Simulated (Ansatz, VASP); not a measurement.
Two plane-wave programs on Cu

INCAR

```
SYSTEM = Cu
PREC = Accurate
ENCUT = 520
EDIFF = 1E-7
ISMEAR = 0
SIGMA = 0.014
LREAL = .FALSE.
LASPH = .TRUE.
NELM = 60
ALGO = Fast
ISIF = 2
LWAVE = .FALSE.
LCHARG = .FALSE.
GGA = PE
NBANDS = 18
```

File KPOINTS:

```
regular mesh
0
G
  12 12 7
  0 0 0
```

The input POSCAR:

```
Cu
1.0
    2.5340966698      0.0000000000      0.0000000000
   -1.2670483349      2.1945920917      0.0000000000
    0.0000000000      0.0000000000      4.1125710000
Cu
2
Direct
    0.6666666667      0.3333333333      0.7500000000
    0.3333333333      0.6666666667      0.2500000000
```

File input.yaml:

```yaml
crystal:
  lattice:
    - [2.5340966698, 0.0, 0.0]
    - [-1.2670483349, 2.1945920917, 0.0]
    - [0.0, 0.0, 4.112571]
  atoms:
    - { symbol: Cu, position: [0.6666666667, 0.3333333333, 0.75] }
    - { symbol: Cu, position: [0.3333333333, 0.6666666667, 0.25] }
hamiltonian:
  xc: pbe
  pseudopotentials: { kind: paw }
kpoints:
  mp_grid: { grid: [12, 12, 7] }
scf:
  occupations: { method: gaussian, width: 0.014 }
output:
  forces: true
  stress: true
  eigenvalues: true
```

Alike in both runs: task single point; functional PBE; k mesh 12 × 12 × 7; occupations gaussian, width 0.014 eV; no spin polarisation.

|  | VASP | Ansatz |
| --- | --- | --- |
| version | VASP 6.6.1 | Ansatz 0.2.0 |
| potentials or method | VASP PAW PBE potentials, release 64 (Cu) | Ansatz PAW |
| plane-wave cutoff (eV) | 520 | 420 |
| valence electrons in the cell | 22 | 38 |

```csv
,VASP,Ansatz,Ansatz less VASP
gap on the k mesh at the Fermi level (eV),none,none,-
pressure (GPa),7.9,7.3,-0.54
"traceless stress, the component that is largest in VASP (GPa)",0.05,0.21,+0.164
```

A gap of «none» marks a metal or a gap that the smearing closes. With one functional, cell and mesh, what is left measures potentials, basis and numerics. VASP's potentials hold 22 valence electrons a cell and Ansatz's 38, so a difference there can come from the potentials and not from the codes.
